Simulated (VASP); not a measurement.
Set up this calculation in VASP 6.6.1, as the native input.

- Task: single point
- Functional: PBE
- Potentials or basis: VASP PAW PBE potentials, release 64 (W_sv, C)
- Cutoff: 520 eV
- k mesh: 10 × 10 × 6
- Occupations: fermi-dirac, width 0.05 eV
- Spin: no spin polarisation
- Dipole correction: no
- Further INCAR settings: ALGO = Normal; EDIFF = 1e-06; NBANDS = 26

The structure of WC (NiAs type) lies in POSCAR:

```
WC
1.0
    2.6849701279      0.0000000000      0.0000000000
   -1.3424850640      2.3252523392      0.0000000000
    0.0000000000      0.0000000000      5.4330676288
W C
2 2
Direct
    0.0000000000      0.0000000000      0.0000000000
    0.0000000000      0.0000000000      0.5000000000
    0.3333333333      0.6666666667      0.2500000000
    0.6666666667      0.3333333333      0.7500000000
```

This cell differs from its parent crystal: volume scaled by 0.8.

These files were run (other wordings do the same):

INCAR

```
PREC = Accurate
ENCUT = 520
EDIFF = 1E-6
ISMEAR = -1
SIGMA = 0.05
LREAL = False
LASPH = True
NELM = 100
ALGO = Normal
ISIF = 2
LWAVE = False
LCHARG = True
GGA = PE
LELF = True
LVHAR = True
NBANDS = 26
```

KPOINTS

```
regular mesh
0
Gamma
  10 10 6
```

Potentials or basis: VASP PAW PBE potentials, release 64 (W_sv, C).

Command:

```bash
$ cat potpaw_PBE.64/W_sv/POTCAR potpaw_PBE.64/C/POTCAR > POTCAR
$ mpirun -np 1 vasp_std > vasp.out
```

It gave:

```json
{"Pressure": "136.2 GPa", "Band gap on the k mesh": "zero (band 18 reaches 14.88 eV, above the bottom of band 19 at 14.07 eV)"}
```

Caveat: spin-orbit coupling is left out, which moves the levels of the heavy elements.

Run time: 16 s on 1 thread of Intel(R) Xeon(R) 6975P-C (Granite Rapids) (shared host), peak memory 0.17 GiB.
